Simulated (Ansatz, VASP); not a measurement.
**CdS in VASP and in Ansatz**

```xyz
2
Lattice="0.0000 2.7532 2.6706 2.7532 0.0000 2.6706 2.7532 2.7532 0.0000" Properties=species:S:1:pos:R:3 pbc="T T T"
Cd    0.0000    0.0000    0.0000
S     2.7532    2.7532    2.6706
```

Change from the starting cell: strain +0.000 along x and y, -0.030 along z, atoms carried along.

Alike in both runs: task single point; functional LDA; k mesh 16 × 16 × 16; occupations gaussian, width 0.15 eV; no spin polarisation.

|  | VASP | Ansatz |
| --- | --- | --- |
| version | VASP 6.6.1 | Ansatz 0.2.0 |
| potentials or method | VASP PAW LDA potentials, release 64 (Cd, S), cutoff 520 eV | scalar-relativistic, plane waves, PAW |
| valence electrons in the cell | 18 | 26 |

```tsv
	VASP	Ansatz	Ansatz less VASP
gap on the k mesh at the Fermi level (eV)	none	none	-
pressure (GPa)	-4.2	-4.8	-0.58
traceless stress, the component that is largest in VASP (GPa)	1.45	1.35	-0.106
```

LDA's correlation is that of Perdew and Zunger in VASP and of Perdew and Wang (1992) in Ansatz. A gap of «none» marks a metal or a gap that the smearing closes. VASP's potentials hold 18 valence electrons a cell and Ansatz's 26, so a difference there can come from the potentials and not from the codes.
